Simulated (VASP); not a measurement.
# NaBeF3 (Pmc2_1) in VASP: notebook, part 2 of 2

VASP 6.6.1. Earlier steps stand in the parts before.

**3. Single point, PBE**

Input file INCAR:

```
SYSTEM = NaBeF3
ALGO = Normal ; EDIFF = 1E-6
ENCUT = 520 ; GGA = PE
ISIF = 2 ; ISMEAR = 0
LASPH = .True. ; LCHARG = .False.
LREAL = .False. ; LWAVE = .False.
NBANDS = 41 ; NELM = 100
PREC = Accurate ; SIGMA = 0.02
```

Input file KPOINTS:

```
k-points
0
Gamma
  8 4 4
  0 0 0
```

Input file POSCAR:

```
NaBeF3
1.0
    2.9139119000      0.0000000000      0.0000000000
    0.0000000000      5.2412149000      0.0000000000
    0.0000000000      0.0000000000      9.7544418000
Na Be F
2 2 6
Direct
    0.0000000000      0.1762370000      0.9050920000
    0.0000000000      0.8237630000      0.4050920000
    0.5000000000      0.3188950000      0.2186870000
    0.5000000000      0.6811050000      0.7186870000
    0.0000000000      0.4695820000      0.2582810000
    0.0000000000      0.5304180000      0.7582810000
    0.5000000000      0.0769480000      0.3040250000
    0.5000000000      0.9230520000      0.8040250000
    0.5000000000      0.2863210000      0.0644390000
    0.5000000000      0.7136790000      0.5644390000
```

Potentials or basis: VASP PAW PBE potentials, release 64 (Na_pv, Be, F).

Run with:

```console
cat potpaw_PBE.64/Na_pv/POTCAR potpaw_PBE.64/Be/POTCAR potpaw_PBE.64/F/POTCAR > POTCAR
mpirun -np 1 vasp_std > vasp.out
```

OUTCAR:

```text
SYSTEM = NaBeF3
   EDIFF = 1E-6
   ENCUT = 520
   GGA = PE
   ISIF = 2
   ISMEAR = 0
   LASPH = .True.
   LREAL = .False.
   NELM = 100
   PREC = Accurate

 ion  position               nearest neighbor table
   1  0.000  0.176  0.905-   8 2.20   8 2.20   9 2.21   9 2.21   6 2.34
   2  0.000  0.824  0.405-   7 2.20   7 2.20  10 2.21  10 2.21   5 2.34
   3  0.500  0.319  0.219-   9 1.51   7 1.52   5 1.70   5 1.70
   4  0.500  0.681  0.719-  10 1.51   8 1.52   6 1.70   6 1.70
   5  0.000  0.470  0.258-   3 1.70   3 1.70   2 2.34
   6  0.000  0.530  0.758-   4 1.70   4 1.70   1 2.34
   7  0.500  0.077  0.304-   3 1.52   2 2.20   2 2.20
   8  0.500  0.923  0.804-   4 1.52   1 2.20   1 2.20
   9  0.500  0.286  0.064-   3 1.51   1 2.21   1 2.21
  10  0.500  0.714  0.564-   4 1.51   2 2.21   2 2.21

  LATTYP: Found a simple orthorhombic cell.
 ALAT       =     2.9139119000
 B/A-ratio  =     1.7986868100
 C/A-ratio  =     3.3475417702

  Lattice vectors:

 A1 = (   2.9139119000,   0.0000000000,   0.0000000000)
 A2 = (   0.0000000000,   5.2412149000,   0.0000000000)
 A3 = (   0.0000000000,   0.0000000000,   9.7544418000)

Analysis of symmetry for initial positions (statically):
=====================================================================
 Subroutine PRICEL returns:
 Original cell was already a primitive cell.

 Routine SETGRP: Setting up the symmetry group for a
 simple orthorhombic supercell.

 Subroutine GETGRP returns: Found  4 space group operations
 (whereof  2 operations were pure point group operations)
 out of a pool of  8 trial point group operations.

The static configuration has the point symmetry C_1h.
 The point group associated with its full space group is C_2v.

Analysis of symmetry for dynamics (positions and initial velocities):
=====================================================================
 Subroutine PRICEL returns:
 Original cell was already a primitive cell.

 Routine SETGRP: Setting up the symmetry group for a
 simple orthorhombic supercell.

 Subroutine GETGRP returns: Found  4 space group operations
 (whereof  2 operations were pure point group operations)
 out of a pool of  8 trial point group operations.

The dynamic configuration has the point symmetry C_1h.
 The point group associated with its full space group is C_2v.

 Subroutine INISYM returns: Found  4 space group operations
 (whereof  2 operations are pure point group operations),
 and found     1 'primitive' translations

----------------------------------------------------------------------------------------

                                     Primitive cell

  volume of cell :     148.9741

  direct lattice vectors                    reciprocal lattice vectors
     2.913911900  0.000000000  0.000000000     0.343181275  0.000000000  0.000000000
     0.000000000  5.241214900  0.000000000     0.000000000  0.190795459  0.000000000
     0.000000000  0.000000000  9.754441800     0.000000000  0.000000000  0.102517399

  length of vectors
     2.913911900  5.241214900  9.754441800     0.343181275  0.190795459  0.102517399

  position of ions in fractional coordinates (direct lattice)
[... 74 lines left out ...]
  0.250000  0.250000  0.250000      8.000000
  0.375000  0.250000  0.250000      8.000000
 [... further k-points ...]
   k-points           NKPTS =     45   k-points in BZ     NKDIM =     45   number of bands    NBANDS=     41
   number of dos      NEDOS =    301   number of ions     NIONS =     10
   total plane-waves  NPLWV =  76800
   dimension x,y,z NGX =    24 NGY =   40 NGZ =   80
   dimension x,y,z NGXF=    48 NGYF=   80 NGZF=  160
   ions per type =               2   2   6
   NGX,Y,Z   is equivalent  to a cutoff of  13.69, 12.69, 13.63 a.u.
   NGXF,Y,Z  is equivalent  to a cutoff of  27.39, 25.38, 27.27 a.u.
 SYSTEM =  NaBeF3
   PREC   = accura    normal or accurate (medium, high low for compatibility)
   ISTART =      0    job   : 0-new  1-cont  2-samecut
   ICHARG =      2    charge: 1-file 2-atom 10-const
   ISPIN  =      1    spin polarized calculation?
   LNONCOLLINEAR =      F non collinear calculations
   LSORBIT =      F    spin-orbit coupling
   LASPH  =      T    aspherical Exc in radial PAW
   ENCUT  =  520.0 eV  38.22 Ry    6.18 a.u.   5.42  9.75 18.14*2*pi/ulx,y,z
   NELM   =    100;   NELMIN=  2; NELMDL= -5     # of ELM steps
   EDIFF  = 0.1E-05   stopping-criterion for ELM
   LREAL  =      F    real-space projection
   EDIFFG = 0.1E-04   stopping-criterion for IOM
   NSW    =      0    number of steps for IOM
   IBRION =     -1    ionic relax: 0-MD 1-quasi-New 2-CG
   NFREE  =      0    steps in history (QN), initial steepest desc. (CG)
   ISIF   =      2    stress and relaxation
   ISYM   =      2    0-nonsym 1-usesym 2-fastsym
   POTIM  = 0.5000    time-step for ionic-motion
   TEBEG  =    0.0;   TEEND  =   0.0 temperature during run
   PSTRESS=    0.0 pullay stress
   NELECT =      60.0000    total number of electrons
   NUPDOWN=      -1.0000    fix difference up-down
   EMIN   =  10.00;   EMAX   =-10.00  energy-range for DOS
   EFERMI =   0.00;   METHOD = LEGACY
   ISMEAR =     0;   SIGMA  =   0.02  broadening in eV -4-tet -1-fermi 0-gaus
   EFERMI_NEDOS =   21; number of points for ismear=-14 and -15
   IALGO  =     38    algorithm
   IMIX   =      4    mixing-type and parameters
     AMIX     =   0.40;   BMIX     =  1.00
     AMIX_MAG =   1.60;   BMIX_MAG =  1.00
  volume/ion in A,a.u.               =      14.90       100.53
  Fermi-wavevector in a.u.,A,eV,Ry     =   1.208987  2.284654 19.886951  1.461650
  Thomas-Fermi vector in A             =   2.344578
   LORBIT       =      0    0 simple, 1 ext, 2 COOP (PROOUT), +10 PAW based schemes
   GGA     = PE    functional components
   LHFCALC =     F    Hartree Fock is set to
   AEXX    =    0.0000 exact exchange contribution
   IVDW    =     0    specifies the selected vdW correction
   LEPSILON=     F    determine dielectric tensor
   LRPA    =     F    only Hartree local field effects (RPA)
 non-spin polarized calculation
 Gauss-broadening in eV      SIGMA  =   0.02
  energy-cutoff  :      520.00
  volume of cell :      148.97
 maximum number of plane-waves:      4060
 NGX is ok and might be reduce to    24
   NGX = 11   NGY = 19   NGZ = 37

 number of electron      60.0000004 magnetization

 Free energy of the ion-electron system (eV)
  ---------------------------------------------------
  ext. energy  EPLUGINS =         0.00000000
  ---------------------------------------------------
  free energy    TOTEN  =       -51.28006768 eV

  energy without entropy =      -51.28006768  energy(sigma->0) =      -51.28006768

 E-fermi :  -3.6459     XC(G=0):  -7.4983

 val. band max:       -3.7797136824   @ k =   0.0000   0.5000   0.0000
 cond. band min:       2.9283599200   @ k =   0.0000   0.0000   0.0000
 fundamental gap:      6.7080736024
 Fermi energy:        -3.6459249456

 k-point     1 :       0.0000    0.0000    0.0000
  band No.  band energies     occupation
      1     -24.5229      2.00000
      2     -24.5023      2.00000
      3     -23.7565      2.00000
      4     -23.7502      2.00000
      5     -23.5914      2.00000
      6     -23.5243      2.00000
[... 1045 lines left out ...]
     40      10.5506      0.00000
     41      11.2997      0.00000

 [... further k-points ...]

------------------------ aborting loop because EDIFF is reached ----------------------------------------

  FORCE on cell =-STRESS in cart. coord.  units (eV):
  Direction    XX          YY          ZZ          XY          YZ          ZX
  --------------------------------------------------------------------------------------
  -------------------------------------------------------------------------------------
  Total       -0.0022981     -0.0665695     -0.0063542      0.0000000      0.0000000      0.0000000
  in kB       -0.0247150     -0.7159377     -0.0683378      0.0000000      0.0000000      0.0000000
  external PRESSURE =      -0.2696635 kB  Pullay stress =       0.0000000 kB

 VOLUME and BASIS-vectors are now :
 -----------------------------------------------------------------------------
  energy-cutoff  :      520.00
  volume of cell :      148.97
      direct lattice vectors                 reciprocal lattice vectors
     2.913911900  0.000000000  0.000000000     0.343181275  0.000000000  0.000000000
     0.000000000  5.241214900  0.000000000     0.000000000  0.190795459  0.000000000
     0.000000000  0.000000000  9.754441800     0.000000000  0.000000000  0.102517399

 POSITION                                       TOTAL-FORCE (eV/Angst)
 -----------------------------------------------------------------------------------
      0.00000      0.92370      8.82867         0.000000      0.007920     -0.005004
      0.00000      4.31752      3.95145         0.000000     -0.007920     -0.005004
      1.45696      1.67140      2.13317         0.000000      0.028088      0.007117
      1.45696      3.56982      7.01039         0.000000     -0.028088      0.007117
      0.00000      2.46118      2.51939         0.000000      0.012400      0.012752
      0.00000      2.78003      7.39661         0.000000     -0.012400      0.012752
      1.45696      0.40330      2.96559         0.000000     -0.023619      0.013879
      1.45696      4.83791      7.84282         0.000000      0.023619      0.013879
      1.45696      1.50067      0.62857         0.000000     -0.003121     -0.028744
      1.45696      3.74055      5.50579         0.000000      0.003121     -0.028744
 -----------------------------------------------------------------------------------
    total drift:                                0.000000      0.000000      0.002561

  FREE ENERGIE OF THE ION-ELECTRON SYSTEM (eV)
  ---------------------------------------------------
  free  energy   TOTEN  =       -51.2800676844 eV

  energy  without entropy=      -51.2800676844  energy(sigma->0) =      -51.28006768
```

Run time: 2.9 min. Hardware: 1 thread of Intel Xeon Platinum 8488C (Sapphire Rapids), shared host; peak memory 0.38 GiB.

What came out:

| Item | Value |
| --- | --- |
| Free energy | -51.2801 eV |
| Pressure | 0.0 GPa |
| Largest force | 0.029 eV/Å |
| Band gap on the k mesh | 6.71 eV |

Forces in eV/Å, atoms in the order of the input:
```
Na   0.000  0.008 -0.005
Na   0.000 -0.008 -0.005
Be   0.000  0.028  0.007
Be   0.000 -0.028  0.007
F    0.000  0.012  0.013
F    0.000 -0.012  0.013
F    0.000 -0.024  0.014
F    0.000  0.024  0.014
F    0.000 -0.003 -0.029
F    0.000  0.003 -0.029
```
